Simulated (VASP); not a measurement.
Al2O3, 5 atoms in the cell. Symmetry: P-6m2, No. 187, hexagonal system. The conventional cell has a = 2.815 Å, b = 2.815 Å, c = 7.164 Å, α = 90.00°, β = 90.00°, γ = 120.00°. Within 2.4 Å of Al (site symmetry 3m) lie 6 O at 1.78 to 2.12 Å. Within 2.4 Å of O (site symmetry 3m) lie 3 Al at 1.78 Å. O (site symmetry -6m2) has 6 Al at 2.12 Å and 6 O at 2.64 Å within 2.8 Å. 

```yaml
Program: VASP 6.6.1
Task: single point
Functional: PBE
Dispersion: D3(BJ)
Potentials_or_basis: VASP PAW PBE potentials, release 64 (Al, O)
Cutoff: 520 eV
k_mesh: 9 × 9 × 4
Occupations: gaussian, width 0.05 eV
Spin: no spin polarisation
Dipole_correction: no
Further_INCAR_settings: ALGO = Normal; EDIFF = 1e-07; NBANDS = 20
```

Potentials or basis: VASP PAW PBE potentials, release 64 (Al, O).

Run with:

```bash
$ cat potpaw_PBE.64/Al/POTCAR potpaw_PBE.64/O/POTCAR > POTCAR
$ mpirun -np 1 vasp_std > vasp.out
```

Hardware: 1 thread of Intel(R) Xeon(R) Platinum 8175M CPU @ 2.50GHz (Skylake/Cascade Lake) (shared host).

Estimate the wall time of this run.

Wall time 32 s on 1 thread of Intel(R) Xeon(R) Platinum 8175M CPU @ 2.50GHz (Skylake/Cascade Lake) (shared host), peak memory 0.2 GiB. Counts: scf iterations 16, k points 36.
